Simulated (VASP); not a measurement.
Wanted: the native input for a VASP 6.6.1 run.

- Task: single point
- Functional: PBEsol
- Potentials or basis: VASP PAW PBE potentials, release 64 (Lu)
- Cutoff: 520 eV
- k mesh: 8 × 8 × 4
- Occupations: methfessel-paxton, width 0.05 eV
- Spin: no spin polarisation
- Dipole correction: no
- Further INCAR settings: ALGO = Normal; EDIFF = 1e-06; NBANDS = 32

The structure of Lu lies in POSCAR:

```
Lu
1.0
    3.4214091507      0.0000000000      0.0000000000
   -1.7107045753      2.9630272412      0.0000000000
    0.0000000000      0.0000000000      5.4214549334
Lu
2
Direct
    0.3333333333      0.6666666667      0.2500000000
    0.6666666667      0.3333333333      0.7500000000
```

One way to write it, as run:

INCAR

```
SYSTEM = Lu
PREC = Accurate ; ENCUT = 520
EDIFF = 1E-6 ; ISMEAR = 1
SIGMA = 0.05 ; LREAL = .False.
LASPH = .True. ; NELM = 80
ALGO = Normal ; ISIF = 2
LWAVE = .False. ; LCHARG = .False.
GGA = PS ; NBANDS = 32
```

KPOINTS

```
Automatic mesh
0
Gamma
  8 8 4
  0 0 0
```

Potentials or basis: VASP PAW PBE potentials, release 64 (Lu).

The run is started by

```console
$ cat potpaw_PBE.64/Lu/POTCAR > POTCAR
$ mpirun -np 1 vasp_std > vasp.out
```

Results of the run:

```yaml
Pressure: 0.2 GPa
Band_gap_on_the_k_mesh: zero (bands 25 and 26 overlap by 1.77 eV)
```

Caveat: the PAW data sets were made with another functional, which shifts forces and pressure a little; spin-orbit coupling is left out, which moves the levels of the heavy elements.

Run time: 61 s on 1 thread of Intel(R) Xeon(R) Platinum 8559C (Emerald Rapids), with other jobs on the host, peak memory 0.2 GiB.
